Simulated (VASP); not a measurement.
# ZnAu in VASP: notebook

Aim: see how the results for ZnAu move with the level of theory and the settings. Levels: PBE, r2SCAN. Tasks: single point.

Program: VASP 6.6.1. These are calculated values, not measurements. Logs are shortened: lines on timing, memory, paths and dates and some standing lists are left out, and cuts for length are marked.

**1. The cell of the first run**

The structure is cubic, space group Pm-3m (No. 221). The conventional cell has a = 3.292 Å, b = 3.292 Å, c = 3.292 Å, α = 90.00°, β = 90.00°, γ = 90.00°. Within 3.8 Å of Zn (site symmetry m-3m) lie 8 Au at 2.85 Å and 6 Zn at 3.29 Å. Au (site symmetry m-3m) has 8 Zn at 2.85 Å and 6 Au at 3.29 Å within 3.8 Å.

**2. Single point, PBE (strained)**

Contents of INCAR:

```
SYSTEM = ZnAu
  PREC = Accurate
  ENCUT = 520
  EDIFF = 1E-7
  ISMEAR = 0
  SIGMA = 0.1
  LREAL = .False.
  LASPH = .True.
  NELM = 60
  ALGO = Normal
  ISIF = 2
  LWAVE = .False.
  LCHARG = .False.
  GGA = PE
  NBANDS = 18
```

Contents of KPOINTS:

```
Automatic mesh
0
Gamma
  14 14 14
  0 0 0
```

Contents of POSCAR:

```
ZnAu
1.0
    3.2922025800      0.0000000000      0.0000000000
    0.0000000000      3.2922025800      0.0000000000
    0.0000000000      0.0000000000      3.2922025800
Zn Au
1 1
Direct
    0.5000000000      0.5000000000      0.5000000000
    0.0000000000      0.0000000000      0.0000000000
```

Potentials or basis: VASP PAW PBE potentials, release 64 (Zn, Au).

Run with:

```console
> cat potpaw_PBE.64/Zn/POTCAR potpaw_PBE.64/Au/POTCAR > POTCAR
> mpirun -np 1 vasp_std > vasp.out
```

OUTCAR:

```text
SYSTEM = ZnAu
   PREC = Accurate
   ENCUT = 520
   EDIFF = 1E-7
   ISMEAR = 0
   LREAL = .False.
   LASPH = .True.
   NELM = 60
   ISIF = 2
   GGA = PE

 ion  position               nearest neighbor table
   1  0.500  0.500  0.500-   2 2.85   2 2.85   2 2.85   2 2.85   2 2.85   2 2.85   2 2.85   2 2.85

   2  0.000  0.000  0.000-   1 2.85   1 2.85   1 2.85   1 2.85   1 2.85   1 2.85   1 2.85   1 2.85

  LATTYP: Found a simple cubic cell.
 ALAT       =     3.2922025800

  Lattice vectors:

 A1 = (   3.2922025800,   0.0000000000,   0.0000000000)
 A2 = (   0.0000000000,   3.2922025800,   0.0000000000)
 A3 = (   0.0000000000,   0.0000000000,   3.2922025800)

Analysis of symmetry for initial positions (statically):
=====================================================================
 Subroutine PRICEL returns:
 Original cell was already a primitive cell.

 Routine SETGRP: Setting up the symmetry group for a
 simple cubic supercell.

 Subroutine GETGRP returns: Found 48 space group operations
 (whereof 48 operations were pure point group operations)
 out of a pool of 48 trial point group operations.

The static configuration has the point symmetry O_h .

Analysis of symmetry for dynamics (positions and initial velocities):
=====================================================================
 Subroutine PRICEL returns:
 Original cell was already a primitive cell.

 Routine SETGRP: Setting up the symmetry group for a
 simple cubic supercell.

 Subroutine GETGRP returns: Found 48 space group operations
 (whereof 48 operations were pure point group operations)
 out of a pool of 48 trial point group operations.

The dynamic configuration has the point symmetry O_h .

 Subroutine INISYM returns: Found 48 space group operations
 (whereof 48 operations are pure point group operations),
 and found     1 'primitive' translations

----------------------------------------------------------------------------------------

                                     Primitive cell

  volume of cell :      35.6829

  direct lattice vectors                    reciprocal lattice vectors
     3.292202580  0.000000000  0.000000000     0.303748015  0.000000000  0.000000000
     0.000000000  3.292202580  0.000000000     0.000000000  0.303748015  0.000000000
     0.000000000  0.000000000  3.292202580     0.000000000  0.000000000  0.303748015

  length of vectors
     3.292202580  3.292202580  3.292202580     0.303748015  0.303748015  0.303748015

  position of ions in fractional coordinates (direct lattice)
     0.500000000  0.500000000  0.500000000
     0.000000000  0.000000000  0.000000000

  ion indices of the primitive-cell ions
   primitive index   ion index
                 1           1
                 2           2

----------------------------------------------------------------------------------------

 KPOINTS: Automatic mesh

Automatic generation of k-mesh.
 Grid dimensions read from file:
 generate k-points for:   14   14   14

 Generating k-lattice:

  Cartesian coordinates                     Fractional coordinates (reciprocal lattice)
     0.021696287  0.000000000  0.000000000     0.071428571  0.000000000  0.000000000
     0.000000000  0.021696287  0.000000000     0.000000000  0.071428571  0.000000000
     0.000000000  0.000000000  0.021696287     0.000000000  0.000000000  0.071428571

  Length of vectors
     0.021696287  0.021696287  0.021696287

  Shift w.r.t. Gamma in fractional coordinates (k-lattice)
     0.000000000  0.000000000  0.000000000

 Subroutine IBZKPT returns following result:
 ===========================================

 Found    120 irreducible k-points:

 Following reciprocal coordinates:
            Coordinates               Weight
  0.000000  0.000000  0.000000      1.000000
  0.071429  0.000000  0.000000      6.000000
  0.142857  0.000000  0.000000      6.000000
  0.214286  0.000000  0.000000      6.000000
  0.285714  0.000000  0.000000      6.000000
  0.357143  0.000000  0.000000      6.000000
[... 16 lines left out ...]
  0.285714  0.214286  0.000000     24.000000
  0.357143  0.214286  0.000000     24.000000
 [... further k-points ...]
   k-points           NKPTS =    120   k-points in BZ     NKDIM =    120   number of bands    NBANDS=     18
   number of dos      NEDOS =    301   number of ions     NIONS =      2
   total plane-waves  NPLWV =  13824
   dimension x,y,z NGX =    24 NGY =   24 NGZ =   24
   dimension x,y,z NGXF=    48 NGYF=   48 NGZF=   48
   ions per type =               1   1
   NGX,Y,Z   is equivalent  to a cutoff of  12.12, 12.12, 12.12 a.u.
   NGXF,Y,Z  is equivalent  to a cutoff of  24.24, 24.24, 24.24 a.u.
 SYSTEM =  ZnAu
   PREC   = accura    normal or accurate (medium, high low for compatibility)
   ISTART =      0    job   : 0-new  1-cont  2-samecut
   ICHARG =      2    charge: 1-file 2-atom 10-const
   ISPIN  =      1    spin polarized calculation?
   LNONCOLLINEAR =      F non collinear calculations
[... 86 lines left out ...]
      2      -1.9964      2.00000
      3      -1.9735      2.00000
      4      -1.6152      2.00000
      5      -1.6152      2.00000
      6      -1.5917      2.00000
[... 10 lines left out ...]
     17      18.3542      0.00000
     18      22.6480      0.00000

 k-point     4 :       0.2143    0.0000    0.0000
  band No.  band energies     occupation
      1      -3.1717      2.00000
      2      -1.9470      2.00000
      3      -1.9005      2.00000
      4      -1.6206      2.00000
      5      -1.6206      2.00000
      6      -1.5725      2.00000
[... 10 lines left out ...]
     17      20.0111      0.00000
     18      21.3654      0.00000

 k-point     5 :       0.2857    0.0000    0.0000
  band No.  band energies     occupation
      1      -2.6567      2.00000
      2      -1.8904      2.00000
      3      -1.8134      2.00000
      4      -1.6259      2.00000
      5      -1.6259      2.00000
      6      -1.5508      2.00000
[... 10 lines left out ...]
     17      19.6563      0.00000
     18      19.9134      0.00000

 k-point     6 :       0.3571    0.0000    0.0000
  band No.  band energies     occupation
      1      -2.0960      2.00000
      2      -1.8375      2.00000
      3      -1.6855      2.00000
      4      -1.6301      2.00000
      5      -1.6301      2.00000
      6      -1.5311      2.00000
[... 10 lines left out ...]
     17      18.3246      0.00000
     18      18.4651      0.00000

 k-point     7 :       0.4286    0.0000    0.0000
  band No.  band energies     occupation
      1      -1.8182      2.00000
      2      -1.7997      2.00000
      3      -1.6326      2.00000
      4      -1.6326      2.00000
      5      -1.5173      2.00000
      6      -1.2960      2.00000
[... 10 lines left out ...]
     17      17.0715      0.00000
     18      17.0718      0.00000

 k-point     8 :       0.5000    0.0000    0.0000
  band No.  band energies     occupation
      1      -1.7860      2.00000
      2      -1.7769      2.00000
      3      -1.6334      2.00000
      4      -1.6334      2.00000
      5      -1.5123      2.00000
      6      -0.9972      2.00000
[... 10 lines left out ...]
     17      15.8691      0.00000
     18      15.9307      0.00000
[... 229 lines left out ...]
     17      18.3277      0.00000
     18      18.5583      0.00000

 k-point    20 :       0.4286    0.1429    0.0000
  band No.  band energies     occupation
      1      -1.8826      2.00000
      2      -1.8141      2.00000
      3      -1.7047      2.00000
      4      -1.6704      2.00000
      5      -1.5742      2.00000
      6      -0.8546      2.00000
[... 10 lines left out ...]
     17      17.2681      0.00000
     18      18.4678      0.00000

 k-point    21 :       0.5000    0.1429    0.0000
  band No.  band energies     occupation
      1      -1.8267      2.00000
      2      -1.8215      2.00000
      3      -1.6985      2.00000
      4      -1.6685      2.00000
      5      -1.5787      2.00000
      6      -0.5102      2.00000
[... 10 lines left out ...]
     17      16.3586      0.00000
     18      18.5936      0.00000

 k-point    22 :       0.2143    0.2143    0.0000
  band No.  band energies     occupation
      1      -2.5845      2.00000
      2      -1.8885      2.00000
      3      -1.7830      2.00000
      4      -1.6869      2.00000
      5      -1.5632      2.00000
      6      -1.5535      2.00000
[... 10 lines left out ...]
     17      19.9118      0.00000
     18      20.3768      0.00000

 k-point    23 :       0.2857    0.2143    0.0000
  band No.  band energies     occupation
      1      -2.2685      2.00000
      2      -1.8697      2.00000
      3      -1.7119      2.00000
      4      -1.7053      2.00000
      5      -1.5799      2.00000
      6      -1.3898      2.00000
[... 10 lines left out ...]
     17      19.7904      0.00000
     18      19.8086      0.00000

 k-point    24 :       0.3571    0.2143    0.0000
  band No.  band energies     occupation
      1      -2.0671      2.00000
      2      -1.8615      2.00000
      3      -1.7129      2.00000
      4      -1.6576      2.00000
      5      -1.6054      2.00000
      6      -1.0225      2.00000
[... 10 lines left out ...]
     17      18.6407      0.00000
     18      19.2307      0.00000

 [... further k-points ...]
[... 5 lines left out ...]
  --------------------------------------------------------------------------------------
  -------------------------------------------------------------------------------------
  Total       -1.9092475     -1.9092475     -1.9092475     -0.0000000     -0.0000000     -0.0000000
  in kB      -85.7261172    -85.7261172    -85.7261172     -0.0000000     -0.0000000     -0.0000000
  external PRESSURE =     -85.7261172 kB  Pullay stress =       0.0000000 kB

 VOLUME and BASIS-vectors are now :
 -----------------------------------------------------------------------------
  energy-cutoff  :      520.00
  volume of cell :       35.68
      direct lattice vectors                 reciprocal lattice vectors
     3.292202580  0.000000000  0.000000000     0.303748015  0.000000000  0.000000000
     0.000000000  3.292202580  0.000000000     0.000000000  0.303748015  0.000000000
     0.000000000  0.000000000  3.292202580     0.000000000  0.000000000  0.303748015

 POSITION                                       TOTAL-FORCE (eV/Angst)
 -----------------------------------------------------------------------------------
      1.64610      1.64610      1.64610         0.000000      0.000000      0.000000
      0.00000      0.00000      0.00000         0.000000      0.000000      0.000000
 -----------------------------------------------------------------------------------
    total drift:                                0.000000      0.000000     -0.000000

  FREE ENERGIE OF THE ION-ELECTRON SYSTEM (eV)
  ---------------------------------------------------
  free  energy   TOTEN  =        -4.6502133409 eV

  energy  without entropy=       -4.6469097210  energy(sigma->0) =       -4.64856153
```

Run time: 17 s. Hardware: 1 thread of Intel Xeon 6975P-C (Granite Rapids), shared host; peak memory 0.2 GiB.

Results:

- Free energy: -4.6502 eV
- Pressure: -8.6 GPa
- Band gap on the k mesh: zero (an odd number of electrons rules out a gap without spin polarisation)

Levels at points of the mesh, in eV from the Fermi level:
| k point | band 9 | band 10 | band 11 | band 12 | band 13 | band 14 | band 15 | band 16 |
| --- | --- | --- | --- | --- | --- | --- | --- | --- |
| (0.00, 0.00, 0.00) | -3.48 | -3.48 | -3.48 | 4.84 | 4.84 | 4.84 | 7.28 | 11.25 |
| (0.50, 0.00, 0.00) | -4.36 | -4.36 | -3.57 | -2.30 | 10.12 | 10.12 | 10.19 | 10.37 |
| (0.50, 0.50, 0.00) | -3.79 | -2.98 | -1.41 | -1.41 | 0.44 | 1.78 | 9.70 | 12.18 |
| (0.50, 0.50, 0.50) | -2.94 | -2.94 | 1.04 | 2.84 | 3.67 | 3.67 | 3.67 | 5.30 |

Caveat: the cell differs from its parent crystal (strained); the cell stands under tension; spin-orbit coupling is left out, which moves the levels of the heavy elements.

**3. Single point, r2SCAN (strained)**

Contents of POSCAR:

```
ZnAu
1.0
    3.0291763200      0.0000000000      0.0000000000
    0.0000000000      3.0291763200      0.0000000000
    0.0000000000      0.0000000000      3.0291763200
Zn Au
1 1
Direct
    0.5000000000      0.5000000000      0.5000000000
    0.0000000000      0.0000000000      0.0000000000
```

Contents of INCAR.step1:

```
PREC = Accurate ; ENCUT = 520
ISMEAR = 0 ; SIGMA = 0.1
LREAL = False ; LASPH = True
NELM = 80 ; NBANDS = 18
GGA = PE ; ALGO = Normal
EDIFF = 1E-4 ; LWAVE = True
LCHARG = False
```

Contents of INCAR.step2:

```
PREC = Accurate ; ENCUT = 520
EDIFF = 1E-7 ; ISMEAR = 0
SIGMA = 0.1 ; LREAL = False
LASPH = True ; NELM = 80
ALGO = Normal ; ISIF = 2
LWAVE = False ; LCHARG = False
METAGGA = R2SCAN ; LMIXTAU = True
NBANDS = 18 ; ISTART = 1
```

Contents of KPOINTS:

```
Automatic mesh
0
Gamma
  14 14 14
```

Potentials or basis: VASP PAW PBE potentials, release 64 (Zn, Au).

Run with:

```console
> cat potpaw_PBE.64/Zn/POTCAR potpaw_PBE.64/Au/POTCAR > POTCAR
> cp INCAR.step1 INCAR
> mpirun -np 1 vasp_std > vasp.out
> cp INCAR.step2 INCAR
> mpirun -np 1 vasp_std > vasp.out
```

Run time: 61 s. Hardware: 1 thread of Intel Xeon 6975P-C (Granite Rapids), shared host; peak memory 0.19 GiB.

It converged, with:

* Free energy: -59.7209 eV
* Pressure: 22.2 GPa
* Band gap on the k mesh: zero (an odd number of electrons rules out a gap without spin polarisation)

Levels at points of the mesh, in eV from the Fermi level:
```csv
k point,band 8,band 9,band 10,band 11,band 12,band 13,band 14,band 15,band 16,band 17
"(0.00, 0.00, 0.00)",-6.26,-4.26,-4.26,-4.26,5.41,5.41,5.41,11.00,13.32,13.32
"(0.50, 0.00, 0.00)",-6.07,-5.81,-5.81,-4.51,-2.63,10.92,12.25,12.25,12.89,12.89
"(0.50, 0.50, 0.00)",-4.65,-4.65,-3.59,-2.62,-2.62,1.23,3.46,11.68,13.70,13.70
"(0.50, 0.50, 0.50)",-7.71,-3.52,-3.52,2.09,3.94,3.94,3.94,4.53,6.77,6.77
```

Caveat: the cell differs from its parent crystal (strained); the cell stands under pressure; the PAW data sets were made with another functional, which shifts forces and pressure a little; spin-orbit coupling is left out, which moves the levels of the heavy elements.

**4. Single point, PBE (one atom moved)**

Contents of INCAR:

```
SYSTEM = ZnAu
ALGO     = Fast           ! electronic algorithm
EDIFF    = 1E-6           ! SCF threshold, eV
ENCUT    = 520            ! plane-wave cutoff, eV
GGA      = PE             ! functional
ISIF     = 2              ! what is computed and relaxed
ISMEAR   = 0              ! smearing method
LASPH    = .True.         ! aspherical terms in the spheres
LCHARG   = .False.        ! write CHGCAR
LREAL    = .False.        ! projectors in reciprocal space
LWAVE    = .False.        ! write WAVECAR
NBANDS   = 18             ! bands
NELM     = 80             ! most SCF steps
PREC     = Accurate       ! precision mode
SIGMA    = 0.1            ! smearing width, eV
```

Contents of KPOINTS:

```
k-points
0
Gamma
  12 12 12
  0 0 0
```

Contents of POSCAR:

```
ZnAu
1.0
    3.1470000000      0.0000000000      0.0000000000
    0.0000000000      3.1470000000      0.0000000000
    0.0000000000      0.0000000000      3.1470000000
Zn Au
1 1
Direct
    0.5000000000      0.5000000000      0.5000000000
    0.0285986654      0.0000000000      0.0000000000
```

Run with:

```console
> cat potpaw_PBE.64/Zn/POTCAR potpaw_PBE.64/Au/POTCAR > POTCAR
> mpirun -np 1 vasp_std > vasp.out
```

Wall time 50 s (1 thread of Oxide Virtual Turin-like, shared host); peak memory 0.2 GiB.

The run converged. Its results:

```
Free energy            : -4.7193 eV
Pressure               : 5.4 GPa
Largest force          : 0.344 eV/Å
Band gap on the k mesh : zero (an odd number of electrons rules out a gap without spin polarisation)
```

Forces in eV/Å, atoms in the order of the input:
```
Zn   0.344  0.000  0.000
Au  -0.344  0.000  0.000
```

Stress tensor (GPa, compression positive):
```
5.18 0.00 0.00
0.00 5.57 0.00
0.00 0.00 5.57
```

Levels at points of the mesh, in eV from the Fermi level:
```csv
k point,band 8,band 9,band 10,band 11,band 12,band 13,band 14,band 15,band 16,band 17
"(0.00, 0.00, 0.00)",-5.50,-3.82,-3.82,-3.82,4.93,4.93,4.98,8.77,12.03,12.07
"(0.50, 0.00, 0.00)",-5.50,-4.99,-4.99,-3.97,-2.44,10.36,10.78,10.78,11.32,11.44
"(0.00, 0.50, 0.00)",-5.54,-4.99,-4.96,-3.96,-2.46,10.16,10.96,11.00,11.08,11.15
"(0.50, 0.50, 0.00)",-4.17,-4.16,-3.24,-2.05,-2.03,0.77,2.43,10.36,12.63,12.63
"(0.00, 0.50, 0.50)",-4.18,-4.18,-3.24,-2.04,-2.04,0.77,2.44,10.39,12.65,12.65
"(0.50, 0.50, 0.50)",-6.50,-3.19,-3.19,1.35,3.53,3.64,3.64,3.70,5.84,5.89
```

Caveat: the cell differs from its parent crystal (one atom moved); the cell stands under pressure; spin-orbit coupling is left out, which moves the levels of the heavy elements.

**5. Summary**

```tsv
level	cell	k mesh	gap on the mesh (eV)	pressure (GPa)
PBE	a = 3.292 Å, 2 atoms, strained	14 × 14 × 14	none	-8.6
r2SCAN	a = 3.029 Å, 2 atoms, strained	14 × 14 × 14	none	22.2
PBE	a = 3.147 Å, 2 atoms, one atom moved	12 × 12 × 12	none	5.4
```

Alike in all rows: task single point; potentials or basis VASP PAW PBE potentials, release 64 (Zn, Au); no spin polarisation; cutoff (eV) 520; smearing gaussian 0.1 eV.

Caveats: spin-orbit coupling is left out, which moves the levels of the heavy elements; the cell stands under pressure (at least some runs); the cell stands under tension (at least some runs); the PAW data sets were made with another functional, which shifts forces and pressure a little (at least some runs).

Total energies depend on the potentials used, so only differences within one code and one set of settings carry meaning.
